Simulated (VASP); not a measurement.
**C: single point with LDA**

Crystal: C.

```
CELL_PARAMETERS angstrom
0.00000 2.04609 1.73487
1.51636 0.00000 1.73487
1.51636 2.04609 0.00000
ATOMIC_POSITIONS crystal
C 0.50000 0.50000 0.50000
C 0.75000 0.75000 0.75000
```

This cell differs from its parent crystal: strain +e along x and -e along y -0.1500, strain +e along z and -e/2 along x and y -0.0175.

```yaml
Program: VASP 6.6.1
Task: single point
Functional: LDA
Potentials_or_basis: VASP PAW LDA potentials, release 64 (C_h)
Cutoff: 1300 eV
k_mesh: 12 × 12 × 12
Occupations: gaussian, width 0.05 eV
Spin: no spin polarisation
```

| Property | Result |
| --- | --- |
| Pressure | 13.5 GPa |
| Band gap on the k mesh | zero (bands 4 and 5 overlap by 1.04 eV) |

Stress tensor (GPa, compression positive):
```
 132.48    0.00    0.00
   0.00 -159.40    0.00
   0.00    0.00   67.49
```

Levels at points of the mesh, in eV from the Fermi level:
```tsv
k point	band 1	band 2	band 3	band 4	band 5	band 6	band 7	band 8
(0.00, 0.00, 0.00)	-23.50	-4.38	-0.53	0.58	3.13	4.77	6.77	10.99
(0.50, 0.00, 0.00)	-17.06	-15.23	-6.67	-1.90	2.54	7.35	11.92	14.66
(0.50, 0.50, 0.00)	-14.15	-14.15	-7.59	-7.59	3.79	3.79	12.36	12.36
(0.50, 0.00, 0.50)	-16.71	-16.71	-5.19	-5.19	7.52	7.52	13.97	13.97
(0.00, 0.50, 0.50)	-11.79	-11.79	-9.83	-9.83	0.27	0.27	14.82	14.82
```

It took 51 s on 1 thread of Intel(R) Xeon(R) Platinum 8259CL CPU @ 2.50GHz (Skylake/Cascade Lake) (shared host), peak memory 0.21 GiB.

Caveat: the cell differs from its parent crystal (strain +e along x and -e along y -0.1500, strain +e along z and -e/2 along x and y -0.0175); the stress differs along the axes, from -159 to 132 GPa.
